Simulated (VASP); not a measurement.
# Ba2Be (P6/mmm) in VASP: further runs

Runs on Ba2Be. Level: PBE. Tasks: relaxation of cell and atoms, single point.

All numbers are computed with VASP 6.6.1; they aren't measurements. Logs are shortened: lines on timing, memory, paths and dates and some standing lists are left out, and cuts for length are marked.

## Step 1: The cell of the first run

It takes space group P6/mmm (No. 191, hexagonal). Conventional cell: a = 5.799 Å, b = 5.799 Å, c = 3.594 Å, α = 90.00°, β = 90.00°, γ = 120.00°. Within 4.4 Å of Ba (site symmetry -6m2) lie 5 Ba at 3.35 to 3.59 Å and 6 Be at 3.80 Å. Be (site symmetry 6/mmm) has 2 Be at 3.59 Å and 12 Ba at 3.80 Å within 4.7 Å.

The cell was generated, and may not be a known phase.

## Step 2: Relaxation of cell and atoms, PBE

File INCAR:

```
SYSTEM = Ba2Be
ALGO = Fast ; EDIFF = 1E-7
EDIFFG = -0.04 ; ENCUT = 600
GGA = PE ; IBRION = 2
ISIF = 3 ; ISMEAR = 0
LASPH = .True. ; LCHARG = .False.
LREAL = .False. ; LWAVE = .False.
NELM = 60 ; NSW = 90
PREC = Accurate ; SIGMA = 0.1
```

File KPOINTS:

```
k-points
0
Gamma
  3 3 6
  0 0 0
```

File POSCAR:

```
Ba2Be
1.0
    5.7987364898      0.0000000000      0.0000000000
   -2.8993682449      5.0218531100      0.0000000000
    0.0000000000      0.0000000000      3.5940363721
Ba Be
2 1
Direct
    0.3333333333      0.6666666667      0.5000000000
    0.6666666667      0.3333333333      0.5000000000
    0.0000000000      0.0000000000      0.0000000000
```

Potentials or basis: VASP PAW PBE potentials, release 64 (Ba_sv, Be).

The run is started by

```console
cat potpaw_PBE.64/Ba_sv/POTCAR potpaw_PBE.64/Be/POTCAR > POTCAR
mpirun -np 1 vasp_std > vasp.out
```

OUTCAR:

```text
SYSTEM = Ba2Be
   EDIFF = 1E-7
   EDIFFG = -0.04
   ENCUT = 600
   GGA = PE
   IBRION = 2
   ISIF = 3
   ISMEAR = 0
   LASPH = .True.
   LREAL = .False.
   NELM = 60
   NSW = 90
   PREC = Accurate

 ion  position               nearest neighbor table
   1  0.333  0.667  0.500-   2 3.35   2 3.35   2 3.35
   2  0.667  0.333  0.500-   1 3.35   1 3.35   1 3.35
   3  0.000  0.000  0.000-

  LATTYP: Found a hexagonal cell.
 ALAT       =     5.7987364898
 C/A-ratio  =     0.6197964640

  Lattice vectors:

 A1 = (   5.7987364898,   0.0000000000,   0.0000000000)
 A2 = (  -2.8993682449,   5.0218531100,   0.0000000000)
 A3 = (   0.0000000000,   0.0000000000,   3.5940363721)

Analysis of symmetry for initial positions (statically):
=====================================================================
 Subroutine PRICEL returns:
 Original cell was already a primitive cell.

 Routine SETGRP: Setting up the symmetry group for a
 hexagonal supercell.

 Subroutine GETGRP returns: Found 24 space group operations
 (whereof 24 operations were pure point group operations)
 out of a pool of 24 trial point group operations.

The static configuration has the point symmetry D_6h.

Analysis of symmetry for dynamics (positions and initial velocities):
=====================================================================
 Subroutine PRICEL returns:
 Original cell was already a primitive cell.

 Routine SETGRP: Setting up the symmetry group for a
 hexagonal supercell.

 Subroutine GETGRP returns: Found 24 space group operations
 (whereof 24 operations were pure point group operations)
 out of a pool of 24 trial point group operations.

The dynamic configuration has the point symmetry D_6h.

 Subroutine INISYM returns: Found 24 space group operations
 (whereof 24 operations are pure point group operations),
 and found     1 'primitive' translations

----------------------------------------------------------------------------------------

                                     Primitive cell

  volume of cell :     104.6598

  direct lattice vectors                    reciprocal lattice vectors
     5.798736490  0.000000000  0.000000000     0.172451361  0.099564840  0.000000000
    -2.899368245  5.021853110  0.000000000     0.000000000  0.199129679  0.000000000
     0.000000000  0.000000000  3.594036372     0.000000000  0.000000000  0.278238698

  length of vectors
     5.798736490  5.798736490  3.594036372     0.199129679  0.199129679  0.278238698

  position of ions in fractional coordinates (direct lattice)
     0.333333333  0.666666667  0.500000000
     0.666666667  0.333333333  0.500000000
     0.000000000  0.000000000  0.000000000

  ion indices of the primitive-cell ions
   primitive index   ion index
                 1           1
                 2           2
                 3           3

----------------------------------------------------------------------------------------

 KPOINTS: k-points

Automatic generation of k-mesh.
 Grid dimensions read from file:
 generate k-points for:    3    3    6

 Generating k-lattice:

  Cartesian coordinates                     Fractional coordinates (reciprocal lattice)
     0.057483787  0.033188280  0.000000000     0.333333333  0.000000000  0.000000000
     0.000000000  0.066376560  0.000000000     0.000000000  0.333333333  0.000000000
     0.000000000  0.000000000  0.046373116     0.000000000  0.000000000  0.166666667

  Length of vectors
     0.066376560  0.066376560  0.046373116

  Shift w.r.t. Gamma in fractional coordinates (k-lattice)
     0.000000000  0.000000000  0.000000000

 Subroutine IBZKPT returns following result:
 ===========================================

 Found     12 irreducible k-points:

 Following reciprocal coordinates:
            Coordinates               Weight
  0.000000  0.000000  0.000000      1.000000
  0.333333  0.000000  0.000000      6.000000
  0.333333  0.333333  0.000000      2.000000
  0.000000  0.000000  0.166667      2.000000
  0.333333  0.000000  0.166667     12.000000
  0.333333  0.333333  0.166667      4.000000
  0.000000  0.000000  0.333333      2.000000
  0.333333  0.000000  0.333333     12.000000
  0.333333  0.333333  0.333333      4.000000
  0.000000  0.000000  0.500000      1.000000
  0.333333  0.000000  0.500000      6.000000
  0.333333  0.333333  0.500000      2.000000
   k-points           NKPTS =     12   k-points in BZ     NKDIM =     12   number of bands    NBANDS=     15
   number of dos      NEDOS =    301   number of ions     NIONS =      3
   total plane-waves  NPLWV =  69120
   dimension x,y,z NGX =    48 NGY =   48 NGZ =   30
   dimension x,y,z NGXF=    96 NGYF=   96 NGZF=   60
   ions per type =               2   1
   NGX,Y,Z   is equivalent  to a cutoff of  13.76, 13.76, 13.88 a.u.
   NGXF,Y,Z  is equivalent  to a cutoff of  27.52, 27.52, 27.75 a.u.
 SYSTEM =  Ba2Be
   PREC   = accura    normal or accurate (medium, high low for compatibility)
   ISTART =      0    job   : 0-new  1-cont  2-samecut
   ICHARG =      2    charge: 1-file 2-atom 10-const
   ISPIN  =      1    spin polarized calculation?
   LNONCOLLINEAR =      F non collinear calculations
   LSORBIT =      F    spin-orbit coupling
   LASPH  =      T    aspherical Exc in radial PAW
   ENCUT  =  600.0 eV  44.10 Ry    6.64 a.u.  11.58 11.58  7.18*2*pi/ulx,y,z
   NELM   =     60;   NELMIN=  2; NELMDL= -5     # of ELM steps
   EDIFF  = 0.1E-06   stopping-criterion for ELM
   LREAL  =      F    real-space projection
   EDIFFG = -.4E-01   stopping-criterion for IOM
   NSW    =     90    number of steps for IOM
   IBRION =      2    ionic relax: 0-MD 1-quasi-New 2-CG
   NFREE  =      1    steps in history (QN), initial steepest desc. (CG)
   ISIF   =      3    stress and relaxation
   ISYM   =      2    0-nonsym 1-usesym 2-fastsym
   POTIM  = 0.5000    time-step for ionic-motion
   TEBEG  =    0.0;   TEEND  =   0.0 temperature during run
   PSTRESS=    0.0 pullay stress
   NELECT =      22.0000    total number of electrons
   NUPDOWN=      -1.0000    fix difference up-down
   EMIN   =  10.00;   EMAX   =-10.00  energy-range for DOS
   EFERMI =   0.00;   METHOD = LEGACY
   ISMEAR =     0;   SIGMA  =   0.10  broadening in eV -4-tet -1-fermi 0-gaus
   EFERMI_NEDOS =   21; number of points for ismear=-14 and -15
   IALGO  =     68    algorithm
   IMIX   =      4    mixing-type and parameters
     AMIX     =   0.40;   BMIX     =  1.00
     AMIX_MAG =   1.60;   BMIX_MAG =  1.00
  volume/ion in A,a.u.               =      34.89       235.43
  Fermi-wavevector in a.u.,A,eV,Ry     =   0.973395  1.839450 12.891490  0.947498
  Thomas-Fermi vector in A             =   2.103771
   LORBIT       =      0    0 simple, 1 ext, 2 COOP (PROOUT), +10 PAW based schemes
   GGA     = PE    functional components
   LHFCALC =     F    Hartree Fock is set to
   AEXX    =    0.0000 exact exchange contribution
   IVDW    =     0    specifies the selected vdW correction
   LEPSILON=     F    determine dielectric tensor
   LRPA    =     F    only Hartree local field effects (RPA)
 conjugate gradient relaxation of ions
 non-spin polarized calculation
 RMM-DIIS sequential band-by-band and
 Gauss-broadening in eV      SIGMA  =   0.10
  energy-cutoff  :      600.00
  volume of cell :      104.66
 maximum number of plane-waves:      3501
 NGX is ok and might be reduce to    48
   NGX = 23   NGY = 23   NGZ = 15

--------------------------------------- Ionic step        1  -------------------------------------------

 number of electron      21.9999998 magnetization

 Free energy of the ion-electron system (eV)
  ---------------------------------------------------
  ext. energy  EPLUGINS =         0.00000000
  ---------------------------------------------------
  free energy    TOTEN  =        -5.24083125 eV

  energy without entropy =       -5.21539967  energy(sigma->0) =       -5.22811546

------------------------ aborting loop because EDIFF is reached ----------------------------------------

  FORCE on cell =-STRESS in cart. coord.  units (eV):
  Direction    XX          YY          ZZ          XY          YZ          ZX
  --------------------------------------------------------------------------------------
  -------------------------------------------------------------------------------------
  Total        0.5528202      0.5528202     -0.0708101      0.0000000      0.0000000      0.0000000
  in kB        8.4628114      8.4628114     -1.0839912      0.0000000      0.0000000      0.0000000
  external PRESSURE =       5.2805439 kB  Pullay stress =       0.0000000 kB

 VOLUME and BASIS-vectors are now :
 -----------------------------------------------------------------------------
  energy-cutoff  :      600.00
  volume of cell :      104.66
      direct lattice vectors                 reciprocal lattice vectors
     5.798736490  0.000000000  0.000000000     0.172451361  0.099564840  0.000000000
    -2.899368245  5.021853110  0.000000000     0.000000000  0.199129679  0.000000000
     0.000000000  0.000000000  3.594036372     0.000000000  0.000000000  0.278238698
[... 38 lines left out ...]
 POSITION                                       TOTAL-FORCE (eV/Angst)
 -----------------------------------------------------------------------------------
     -0.00000      3.37766      1.79497         0.000000      0.000000      0.000000
      2.92514      1.68883      1.79497        -0.000000     -0.000000      0.000000
      5.85029      0.00000      0.00000         0.000000      0.000000      0.000000
 -----------------------------------------------------------------------------------
    total drift:                               -0.000000      0.000000     -0.000000

  FREE ENERGIE OF THE ION-ELECTRON SYSTEM (eV)
  ---------------------------------------------------
  free  energy   TOTEN  =        -5.2473441701 eV

  energy  without entropy=       -5.2208356185  energy(sigma->0) =       -5.23408989

--------------------------------------- Ionic step        3  -------------------------------------------

 number of electron      22.0000000 magnetization

 Free energy of the ion-electron system (eV)
  ---------------------------------------------------
  ext. energy  EPLUGINS =         0.00000000
  ---------------------------------------------------
  free energy    TOTEN  =        -5.24812440 eV

  energy without entropy =       -5.22116582  energy(sigma->0) =       -5.23464511

 E-fermi :   2.5093     XC(G=0):  -8.5235

 val. band max:        2.5016519625   @ k =   0.3333   0.0000   0.5000
 cond. band min:       2.5476863762   @ k =   0.0000   0.0000   0.1667
 fundamental gap:      0.0460344137
 Fermi energy:         2.5092697038

 k-point     1 :       0.0000    0.0000    0.0000
  band No.  band energies     occupation
      1     -26.3688      2.00000
      2     -25.9309      2.00000
      3     -12.1675      2.00000
      4     -12.1675      2.00000
      5     -10.7709      2.00000
      6     -10.7709      2.00000
      7     -10.7661      2.00000
      8     -10.3931      2.00000
      9      -1.2962      2.00000
     10       2.2280      1.99993
     11       2.3808      1.93086
     12       2.3808      1.93086
     13       3.8038      0.00000
     14       5.1229      0.00000
     15       5.1230      0.00000
[... 218 lines left out ...]
 POSITION                                       TOTAL-FORCE (eV/Angst)
 -----------------------------------------------------------------------------------
     -0.00000      3.39291      1.79392        -0.000000     -0.000000      0.000000
      2.93835      1.69646      1.79392         0.000000      0.000000     -0.000000
     -2.93835      5.08937      0.00000        -0.000000      0.000000      0.000000
 -----------------------------------------------------------------------------------
    total drift:                               -0.000000      0.000000     -0.000000

  FREE ENERGIE OF THE ION-ELECTRON SYSTEM (eV)
  ---------------------------------------------------
  free  energy   TOTEN  =        -5.2481244039 eV

  energy  without entropy=       -5.2211658229  energy(sigma->0) =       -5.23464511

 reached required accuracy - stopping structural energy minimisation
```

Run time: 2 min. Hardware: 1 thread of Oxide Virtual Turin-like, shared host; peak memory 0.23 GiB.

Results:

```
Free energy                           : -5.2481 eV
Relaxed volume                        : 35.77 Å³/atom
Relaxed cell                          : a = 5.877 Å, b = 5.877 Å, c = 3.588 Å, α = 90.00°, β = 90.00°, γ = 120.00°
Space group after relaxing (to 0.1 Å) : P6/mmm (No. 191)
Energy gained by relaxing             : 2.4 meV/atom
Ionic steps                           : 3
Pressure after relaxing               : 0.0 GPa
Band gap on the k mesh                : zero (bands 11 and 12 overlap by 0.57 eV)
```

The path:
| step | energy change (eV) | largest force (eV/Å) | pressure (GPa) | volume (Å³) |
| --- | --- | --- | --- | --- |
| 1 | 0.0000 | 0.0000 | 0.53 | 104.66 |
| 2 | -0.0065 | 0.0000 | 0.17 | 106.41 |
| 3 | -0.0073 | 0.0000 | -0.01 | 107.31 |

Final structure:
```yaml
crystal:
  lattice:
    - [5.87669, 0.00000, 0.00000]
    - [-2.93835, 5.08937, 0.00000]
    - [0.00000, 0.00000, 3.58785]
  atoms:
    - { symbol: Ba, position: [0.33333, 0.66667, 0.50000] }
    - { symbol: Ba, position: [0.66667, 0.33333, 0.50000] }
    - { symbol: Be, position: [0.00000, 0.00000, 0.00000] }
```

Levels at points of the mesh, in eV from the Fermi level:
```
           k point  band 7  band 8  band 9  band 10  band 11  band 12  band 13  band 14  band 15
(0.00, 0.00, 0.00)  -13.28  -12.90   -3.81    -0.28    -0.13    -0.13     1.29     2.61     2.61
(0.00, 0.00, 0.50)  -13.10  -13.10   -1.07    -1.02    -0.48    -0.48     0.67     0.67     2.40
```

Caveat: the k points lie up to 0.41 Å⁻¹ apart in the final cell, too coarse for converged energies and pressures of a metal; spin-orbit coupling is left out, which moves the levels of the heavy elements.

(Part 1 of 2 ends here.)

The gap in the log of VASP goes by the Fermi energy; the results here count the filled bands.